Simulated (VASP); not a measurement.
# TaN in VASP: further runs

Runs on TaN. Level: PBE. Tasks: single point.

Program: VASP 6.6.1. These are calculated values, not measurements. Logs are shortened: lines on timing, memory, paths and dates and some standing lists are left out, and cuts for length are marked.

### 1 The cell of the first run

Symmetry: P-62m, No. 189, hexagonal system. The conventional cell has a = 5.196 Å, b = 5.196 Å, c = 2.911 Å, α = 90.00°, β = 90.00°, γ = 120.00°. Ta (site symmetry -6) has 6 N at 2.16 Å within 2.9 Å. Ta (site symmetry -62m) has 3 N at 2.04 Å within 2.7 Å. N (site symmetry m2m) has 5 Ta at 2.04 to 2.16 Å within 2.7 Å.

### 2 Single point, PBE

File INCAR:

```
SYSTEM = TaN
ALGO = Normal
EDIFF = 1E-6
ENCUT = 520
GGA = PE
ISIF = 2
ISMEAR = 0
LASPH = .TRUE.
LCHARG = .FALSE.
LREAL = .FALSE.
LWAVE = .FALSE.
NBANDS = 33
NELM = 60
PREC = Accurate
SIGMA = 0.05
```

File KPOINTS:

```
k-points
0
G
  6 6 8
  0 0 0
```

File POSCAR:

```
TaN
1.0
    5.1960000000      0.0000000000      0.0000000000
   -2.5980000000      4.4998679981      0.0000000000
    0.0000000000      0.0000000000      2.9110000000
Ta N
3 3
Direct
    0.3333333333      0.6666666667      0.5000000000
    0.6666666667      0.3333333333      0.5000000000
    0.0000000000      0.0000000000      0.0000000000
    0.3928500000      0.0000000000      0.0000000000
    0.6071500000      0.6071500000      0.0000000000
    0.0000000000      0.3928500000      0.0000000000
```

Potentials or basis: VASP PAW PBE potentials, release 64 (Ta_pv, N).

Started as:

```console
$ cat potpaw_PBE.64/Ta_pv/POTCAR potpaw_PBE.64/N/POTCAR > POTCAR
$ mpirun -np 1 vasp_std > vasp.out
```

OUTCAR:

```text
SYSTEM = TaN
   EDIFF = 1E-6
   ENCUT = 520
   GGA = PE
   ISIF = 2
   ISMEAR = 0
   LASPH = .TRUE.
   LREAL = .FALSE.
   NELM = 60
   PREC = Accurate

 ion  position               nearest neighbor table
   1  0.333  0.667  0.500-   4 2.16   4 2.16   6 2.16   6 2.16   5 2.16   5 2.16   2 3.00   2 3.00
                             2 3.00   3 3.33   3 3.33   3 3.33   3 3.33   3 3.33   3 3.33
   2  0.667  0.333  0.500-   6 2.16   6 2.16   4 2.16   4 2.16   5 2.16   5 2.16   1 3.00   1 3.00
                             1 3.00   3 3.33   3 3.33   3 3.33   3 3.33   3 3.33   3 3.33
   3  0.000  0.000  0.000-   4 2.04   5 2.04   6 2.04   2 3.33   1 3.33   1 3.33   2 3.33   2 3.33
                             2 3.33   1 3.33   1 3.33   2 3.33   2 3.33   1 3.33   1 3.33
   4  0.393  0.000  0.000-   3 2.04   1 2.16   1 2.16   2 2.16   2 2.16
   5  0.607  0.607  0.000-   3 2.04   1 2.16   1 2.16   2 2.16   2 2.16
   6  0.000  0.393  0.000-   3 2.04   2 2.16   2 2.16   1 2.16   1 2.16

  LATTYP: Found a hexagonal cell.
 ALAT       =     5.1960000000
 C/A-ratio  =     0.5602386451

  Lattice vectors:

 A1 = (   5.1960000000,   0.0000000000,   0.0000000000)
 A2 = (  -2.5980000000,   4.4998679981,   0.0000000000)
 A3 = (   0.0000000000,   0.0000000000,   2.9110000000)

Analysis of symmetry for initial positions (statically):
=====================================================================
 Subroutine PRICEL returns:
 Original cell was already a primitive cell.

 Routine SETGRP: Setting up the symmetry group for a
 hexagonal supercell.

 Subroutine GETGRP returns: Found 12 space group operations
 (whereof 12 operations were pure point group operations)
 out of a pool of 24 trial point group operations.

The static configuration has the point symmetry D_3h.

Analysis of symmetry for dynamics (positions and initial velocities):
=====================================================================
 Subroutine PRICEL returns:
 Original cell was already a primitive cell.

 Routine SETGRP: Setting up the symmetry group for a
 hexagonal supercell.

 Subroutine GETGRP returns: Found 12 space group operations
 (whereof 12 operations were pure point group operations)
 out of a pool of 24 trial point group operations.

The dynamic configuration has the point symmetry D_3h.

 Subroutine INISYM returns: Found 12 space group operations
 (whereof 12 operations are pure point group operations),
 and found     1 'primitive' translations

----------------------------------------------------------------------------------------

                                     Primitive cell

  volume of cell :      68.0630

  direct lattice vectors                    reciprocal lattice vectors
     5.196000000  0.000000000  0.000000000     0.192455735  0.111114371  0.000000000
    -2.598000000  4.499867998  0.000000000     0.000000000  0.222228741  0.000000000
     0.000000000  0.000000000  2.911000000     0.000000000  0.000000000  0.343524562

  length of vectors
     5.196000000  5.196000000  2.911000000     0.222228741  0.222228741  0.343524562

  position of ions in fractional coordinates (direct lattice)
     0.333333333  0.666666667  0.500000000
     0.666666667  0.333333333  0.500000000
     0.000000000  0.000000000  0.000000000
     0.392850000  0.000000000  0.000000000
     0.607150000  0.607150000  0.000000000
     0.000000000  0.392850000  0.000000000

  ion indices of the primitive-cell ions
   primitive index   ion index
                 1           1
                 2           2
                 3           3
                 4           4
                 5           5
                 6           6

----------------------------------------------------------------------------------------

 KPOINTS: k-points

Automatic generation of k-mesh.
 Grid dimensions read from file:
 generate k-points for:    6    6    8

 Generating k-lattice:

  Cartesian coordinates                     Fractional coordinates (reciprocal lattice)
     0.032075956  0.018519062  0.000000000     0.166666667  0.000000000  0.000000000
     0.000000000  0.037038124  0.000000000     0.000000000  0.166666667  0.000000000
     0.000000000  0.000000000  0.042940570     0.000000000  0.000000000  0.125000000

  Length of vectors
     0.037038124  0.037038124  0.042940570

  Shift w.r.t. Gamma in fractional coordinates (k-lattice)
     0.000000000  0.000000000  0.000000000

 Subroutine IBZKPT returns following result:
 ===========================================

 Found     35 irreducible k-points:

 Following reciprocal coordinates:
            Coordinates               Weight
  0.000000  0.000000  0.000000      1.000000
  0.166667  0.000000  0.000000      6.000000
  0.333333  0.000000  0.000000      6.000000
  0.500000  0.000000  0.000000      3.000000
  0.166667  0.166667  0.000000      6.000000
  0.333333  0.166667  0.000000     12.000000
[... 16 lines left out ...]
  0.166667  0.000000  0.375000     12.000000
  0.333333  0.000000  0.375000     12.000000
 [... further k-points ...]
   k-points           NKPTS =     35   k-points in BZ     NKDIM =     35   number of bands    NBANDS=     33
   number of dos      NEDOS =    301   number of ions     NIONS =      6
   total plane-waves  NPLWV =  38400
   dimension x,y,z NGX =    40 NGY =   40 NGZ =   24
   dimension x,y,z NGXF=    80 NGYF=   80 NGZF=   48
   ions per type =               3   3
   NGX,Y,Z   is equivalent  to a cutoff of  12.80, 12.80, 13.71 a.u.
   NGXF,Y,Z  is equivalent  to a cutoff of  25.60, 25.60, 27.41 a.u.
 SYSTEM =  TaN
   PREC   = accura    normal or accurate (medium, high low for compatibility)
   ISTART =      0    job   : 0-new  1-cont  2-samecut
   ICHARG =      2    charge: 1-file 2-atom 10-const
   ISPIN  =      1    spin polarized calculation?
   LNONCOLLINEAR =      F non collinear calculations
   LSORBIT =      F    spin-orbit coupling
   LASPH  =      T    aspherical Exc in radial PAW
   ENCUT  =  520.0 eV  38.22 Ry    6.18 a.u.   9.66  9.66  5.41*2*pi/ulx,y,z
   NELM   =     60;   NELMIN=  2; NELMDL= -5     # of ELM steps
   EDIFF  = 0.1E-05   stopping-criterion for ELM
   LREAL  =      F    real-space projection
   EDIFFG = 0.1E-04   stopping-criterion for IOM
   NSW    =      0    number of steps for IOM
   IBRION =     -1    ionic relax: 0-MD 1-quasi-New 2-CG
   NFREE  =      0    steps in history (QN), initial steepest desc. (CG)
   ISIF   =      2    stress and relaxation
   ISYM   =      2    0-nonsym 1-usesym 2-fastsym
   POTIM  = 0.5000    time-step for ionic-motion
   TEBEG  =    0.0;   TEEND  =   0.0 temperature during run
   PSTRESS=    0.0 pullay stress
   NELECT =      48.0000    total number of electrons
   NUPDOWN=      -1.0000    fix difference up-down
   EMIN   =  10.00;   EMAX   =-10.00  energy-range for DOS
   EFERMI =   0.00;   METHOD = LEGACY
   ISMEAR =     0;   SIGMA  =   0.05  broadening in eV -4-tet -1-fermi 0-gaus
   EFERMI_NEDOS =   21; number of points for ismear=-14 and -15
   IALGO  =     38    algorithm
   IMIX   =      4    mixing-type and parameters
     AMIX     =   0.40;   BMIX     =  1.00
     AMIX_MAG =   1.60;   BMIX_MAG =  1.00
  volume/ion in A,a.u.               =      11.34        76.55
  Fermi-wavevector in a.u.,A,eV,Ry     =   1.457197  2.753703 28.890916  2.123422
  Thomas-Fermi vector in A             =   2.574026
   LORBIT       =      0    0 simple, 1 ext, 2 COOP (PROOUT), +10 PAW based schemes
   GGA     = PE    functional components
   LHFCALC =     F    Hartree Fock is set to
   AEXX    =    0.0000 exact exchange contribution
   IVDW    =     0    specifies the selected vdW correction
   LEPSILON=     F    determine dielectric tensor
   LRPA    =     F    only Hartree local field effects (RPA)
 non-spin polarized calculation
 Gauss-broadening in eV      SIGMA  =   0.05
  energy-cutoff  :      520.00
  volume of cell :       68.06
 maximum number of plane-waves:      1858
 NGX is ok and might be reduce to    40
   NGX = 19   NGY = 19   NGZ = 11

 number of electron      48.0000002 magnetization

 Free energy of the ion-electron system (eV)
  ---------------------------------------------------
  ext. energy  EPLUGINS =         0.00000000
  ---------------------------------------------------
  free energy    TOTEN  =       -67.48092826 eV

  energy without entropy =      -67.48072265  energy(sigma->0) =      -67.48082546

 E-fermi :   8.5049     XC(G=0): -13.0051

 val. band max:        8.4376885179   @ k =   0.1667   0.0000   0.0000
 cond. band min:       8.5825965675   @ k =   0.1667   0.0000   0.2500
 fundamental gap:      0.1449080496
 Fermi energy:         8.5048790414

 k-point     1 :       0.0000    0.0000    0.0000
  band No.  band energies     occupation
      1     -27.9030      2.00000
      2     -27.9030      2.00000
      3     -27.5500      2.00000
      4     -27.5500      2.00000
      5     -27.3828      2.00000
      6     -27.2761      2.00000
[... 25 lines left out ...]
     32      11.5219      0.00000
     33      11.5219      0.00000

 k-point     2 :       0.1667    0.0000    0.0000
  band No.  band energies     occupation
      1     -27.9252      2.00000
      2     -27.8955      2.00000
      3     -27.5330      2.00000
      4     -27.5213      2.00000
      5     -27.3761      2.00000
      6     -27.2822      2.00000
[... 25 lines left out ...]
     32      11.4515      0.00000
     33      11.7260      0.00000
[... 754 lines left out ...]
     32      12.1202      0.00000
     33      12.8942      0.00000

 k-point    24 :       0.3333    0.0000    0.3750
  band No.  band energies     occupation
      1     -28.0899      2.00000
      2     -27.9712      2.00000
      3     -27.8058      2.00000
      4     -27.7224      2.00000
      5     -27.4698      2.00000
      6     -27.3738      2.00000
[... 25 lines left out ...]
     32      12.3159      0.00000
     33      13.4738      0.00000

 [... further k-points ...]

------------------------ aborting loop because EDIFF is reached ----------------------------------------

  FORCE on cell =-STRESS in cart. coord.  units (eV):
  Direction    XX          YY          ZZ          XY          YZ          ZX
  --------------------------------------------------------------------------------------
  -------------------------------------------------------------------------------------
  Total        2.6516640      2.6516640      1.8877104      0.0000000      0.0000000      0.0000000
  in kB       62.4191655     62.4191655     44.4359871      0.0000000      0.0000000      0.0000000
  external PRESSURE =      56.4247727 kB  Pullay stress =       0.0000000 kB

 VOLUME and BASIS-vectors are now :
 -----------------------------------------------------------------------------
  energy-cutoff  :      520.00
  volume of cell :       68.06
      direct lattice vectors                 reciprocal lattice vectors
     5.196000000  0.000000000  0.000000000     0.192455735  0.111114371  0.000000000
    -2.598000000  4.499867998  0.000000000     0.000000000  0.222228741  0.000000000
     0.000000000  0.000000000  2.911000000     0.000000000  0.000000000  0.343524562

 POSITION                                       TOTAL-FORCE (eV/Angst)
 -----------------------------------------------------------------------------------
     -0.00000      2.99991      1.45550         0.000000     -0.000000     -0.000000
      2.59800      1.49996      1.45550         0.000000     -0.000000     -0.000000
      0.00000      0.00000      0.00000         0.000000     -0.000000     -0.000000
      2.04125      0.00000      0.00000         0.029168     -0.000000      0.000000
      1.57738      2.73209      0.00000        -0.014584     -0.025261      0.000000
     -1.02062      1.76777      0.00000        -0.014584      0.025261     -0.000000
 -----------------------------------------------------------------------------------
    total drift:                               -0.000002     -0.000003      0.000000

  FREE ENERGIE OF THE ION-ELECTRON SYSTEM (eV)
  ---------------------------------------------------
  free  energy   TOTEN  =       -67.4809282631 eV

  energy  without entropy=      -67.4807226503  energy(sigma->0) =      -67.48082546
```

Run time: 76 s. Hardware: 1 thread of Intel Xeon Platinum 8375C at 2.90GHz (Ice Lake), shared host; peak memory 0.21 GiB.

What came out:

```yaml
Free_energy: -67.4809 eV
Pressure: 5.6 GPa
Largest_force: 0.029 eV/Å
Band_gap_on_the_k_mesh: zero (band 24 reaches 10.25 eV, above the bottom of band 25 at 7.13 eV)
```

Forces on the atoms (eV/Å):
```
Ta   0.000  0.000  0.000
Ta   0.000  0.000  0.000
Ta   0.000  0.000  0.000
N    0.029  0.000  0.000
N   -0.015 -0.025  0.000
N   -0.015  0.025  0.000
```

Stress tensor (GPa, compression positive):
```
6.24 0.00 0.00
0.00 6.24 0.00
0.00 0.00 4.44
```

Levels at points of the mesh, in eV from the Fermi level:
| k point | band 21 | band 22 | band 23 | band 24 | band 25 | band 26 | band 27 | band 28 |
| --- | --- | --- | --- | --- | --- | --- | --- | --- |
| (0.00, 0.00, 0.00) | -4.44 | -3.50 | -2.08 | -1.08 | -1.08 | 0.43 | 0.43 | 1.67 |
| (0.50, 0.00, 0.00) | -4.06 | -4.05 | -3.01 | -2.79 | 1.04 | 1.65 | 1.76 | 2.25 |
| (0.00, 0.00, 0.50) | -4.50 | -3.04 | -3.04 | 1.75 | 1.75 | 1.81 | 2.05 | 2.05 |
| (0.50, 0.00, 0.50) | -4.18 | -3.42 | -2.13 | -1.11 | 0.35 | 1.22 | 3.09 | 3.16 |

Caveat: spin-orbit coupling is left out, which moves the levels of the heavy elements.

[end of part 1 of 2]
